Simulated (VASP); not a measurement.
Crystal: KI.

```
CELL_PARAMETERS angstrom
4.33998 0.00000 0.00000
0.00000 4.33998 0.00000
0.00000 0.00000 4.33998
ATOMIC_POSITIONS crystal
K 0.00000 0.00000 0.00000
I 0.50000 0.50000 0.50000
```

- Program: VASP 6.6.1
- Task: relaxation of cell and atoms
- Functional: LDA
- Potentials or basis: VASP PAW LDA potentials, release 64 (K_sv, I)
- Cutoff: 600 eV
- k mesh: 6 × 6 × 6
- Occupations: fermi-dirac, width 0.02 eV
- Spin: no spin polarisation

At the start: pressure -2.0 GPa; volume 40.87 Å³/atom.

Problem. Where does the relaxation end?

Solution. Over 19 steps the energy falls by 41.2 meV/atom and the volume is 35.11 Å³/atom (-14.1 %); space group Pm-3m (No. 221, to 0.1 Å) before and after.

The path:
| step | energy change (eV) | largest force (eV/Å) | pressure (GPa) | volume (Å³) |
| --- | --- | --- | --- | --- |
| 1 | 0.0000 | 0.0000 | -1.99 | 81.75 |
| 2 | -0.0594 | 0.0000 | -1.21 | 75.90 |
| 3 | -0.0822 | 0.0000 | -0.13 | 70.78 |
| 4 | -0.0824 | 0.0000 | 0.02 | 70.20 |
| 5 | -0.0824 | 0.0000 | -0.04 | 70.42 |
| 6 | -0.0824 | 0.0000 | -0.04 | 70.42 |
| 7 | -0.0824 | 0.0000 | -0.06 | 70.41 |
| 8 | -0.0824 | 0.0000 | -0.04 | 70.41 |
| 9 | -0.0824 | 0.0000 | -0.04 | 70.41 |
| 10 | -0.0824 | 0.0000 | -0.04 | 70.41 |
| 11 | -0.0824 | 0.0000 | -0.04 | 70.41 |
| 12 | -0.0824 | 0.0000 | -0.04 | 70.41 |
| 13 | -0.0824 | 0.0000 | -0.04 | 70.41 |
| 14 | -0.0824 | 0.0000 | -0.05 | 70.41 |
| 15 | -0.0824 | 0.0000 | -0.05 | 70.40 |
| 16 | -0.0824 | 0.0000 | -0.04 | 70.39 |
| 17 | -0.0824 | 0.0000 | -0.03 | 70.36 |
| 18 | -0.0824 | 0.0000 | -0.03 | 70.31 |
| 19 | -0.0824 | 0.0000 | -0.02 | 70.22 |

Final structure:
```
K I
1.0
     4.12553    0.00000    0.00000
     0.00000    4.12553    0.00000
     0.00000    0.00000    4.12553
K I
1 1
Direct
  0.00000 0.00000 0.00000
  0.50000 0.50000 0.50000
```
